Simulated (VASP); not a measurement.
Write the native input for VASP 6.6.1 that does the following.

```yaml
Task: relaxation of cell and atoms
Functional: r2SCAN
Potentials_or_basis: VASP PAW PBE potentials, release 64 (Sn_d, Se)
Cutoff: 600 eV
k_mesh: 6 × 6 × 6
Occupations: fermi-dirac, width 0.02 eV
Spin: no spin polarisation
Dipole_correction: no
Further_INCAR_settings: ALGO = Normal; EDIFF = 1e-06; IBRION = 2; EDIFFG = -0.005; NSW = 80; ISIF = 3
```

The system is SnSe.

```
Sn Se
1.0
     0.00000    3.02815    3.02815
     3.02815    0.00000    3.02815
     3.02815    3.02815    0.00000
Sn Se
1 1
Direct
  0.00000 0.00000 0.00000
  0.50000 0.50000 0.50000
```

The input as run:

POSCAR

```
SnSe
1.0
    0.0000000000      3.0281454333      3.0281454333
    3.0281454333      0.0000000000      3.0281454333
    3.0281454333      3.0281454333      0.0000000000
Sn Se
1 1
Direct
    0.0000000000      0.0000000000      0.0000000000
    0.5000000000      0.5000000000      0.5000000000
```

INCAR.step1

```
  PREC = Accurate
  ENCUT = 600
  ISMEAR = -1
  SIGMA = 0.02
  LREAL = F
  LASPH = T
  NELM = 80
  GGA = PE
  ALGO = Normal
  EDIFF = 1E-4
  LWAVE = T
  LCHARG = F
```

INCAR.step2

```
  PREC = Accurate
  ENCUT = 600
  EDIFF = 1E-6
  ISMEAR = -1
  SIGMA = 0.02
  LREAL = F
  LASPH = T
  NELM = 80
  ALGO = Normal
  ISIF = 3
  LWAVE = F
  LCHARG = F
  METAGGA = R2SCAN
  LMIXTAU = T
  IBRION = 2
  NSW = 80
  EDIFFG = -0.005
  ISTART = 1
```

KPOINTS

```
regular mesh
0
Gamma
  6 6 6
```

Potentials or basis: VASP PAW PBE potentials, release 64 (Sn_d, Se).

Command:

```sh
$ cat potpaw_PBE.64/Sn_d/POTCAR potpaw_PBE.64/Se/POTCAR > POTCAR
$ cp INCAR.step1 INCAR
$ mpirun -np 1 vasp_std > vasp.out
$ cp INCAR.step2 INCAR
$ mpirun -np 1 vasp_std > vasp.out
```

It gave:

```
Relaxed volume                         : 27.05 Å³/atom
Relaxed cell                           : a = 4.245 Å, b = 4.245 Å, c = 4.245 Å, α = 60.00°, β = 60.00°, γ = 60.00°
Space group after relaxing (to 0.05 Å) : Fm-3m (No. 225)
Energy gained by relaxing              : 3.0 meV/atom
Ionic steps                            : 3
Pressure after relaxing                : 0.0 GPa
Band gap on the k mesh                 : 0.49 eV, direct
```

Caveat: the PAW data sets were made with another functional, which shifts forces and pressure a little; spin-orbit coupling is left out, which moves the levels of the heavy elements.

It took 2.9 min on 1 thread of Intel Xeon 6975P-C (shared host), peak memory 0.24 GiB.
